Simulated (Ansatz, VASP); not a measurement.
# One calculation of YTaSe3, two programs

```
Y Ta Se
1.0
     7.01214    0.00000    0.00000
    -3.50607    6.07269    0.00000
     0.00000    0.00000    5.45610
Y Ta Se
2 2 6
Direct
  0.33333 0.66667 0.75000
  0.66667 0.33333 0.25000
  0.00000 0.00000 0.00000
  0.00000 0.00000 0.50000
  0.81533 0.63066 0.75000
  0.36934 0.18467 0.75000
  0.81533 0.18467 0.75000
  0.18467 0.36934 0.25000
  0.63066 0.81533 0.25000
  0.18467 0.81533 0.25000
```

Alike in both runs: task single point; functional PBE; k mesh 3 × 3 × 4; occupations gaussian, width 0.1 eV; collinear spin.

|  | VASP | Ansatz |
| --- | --- | --- |
| version | VASP 6.6.1 | Ansatz 0.2.0 |
| potentials or method | VASP PAW PBE potentials, release 64 (Y_sv, Ta_pv, Se), cutoff 520 eV | scalar-relativistic, plane waves, PAW |
| valence electrons in the cell | 80 | 144 |

```tsv
	VASP	Ansatz	Ansatz less VASP
gap on the k mesh at the Fermi level (eV)	none	none	-
pressure (GPa)	0.1	0.0	-0.15
rms of the force components (eV/Å)	0.013	0.002	-0.0110
net moment per atom (μB)	0.00	0.00	0.000
```

Atom by atom the forces differ by 0.011 eV/Å (rms over components). A gap of «none» marks a metal or a gap that the smearing closes. With one functional, cell and mesh, what is left measures potentials, basis and numerics. VASP's potentials hold 80 valence electrons a cell and Ansatz's 144, so a difference there can come from the potentials and not from the codes. Ansatz's warnings: seeded moment not kept.

Neither program's run includes spin-orbit coupling.
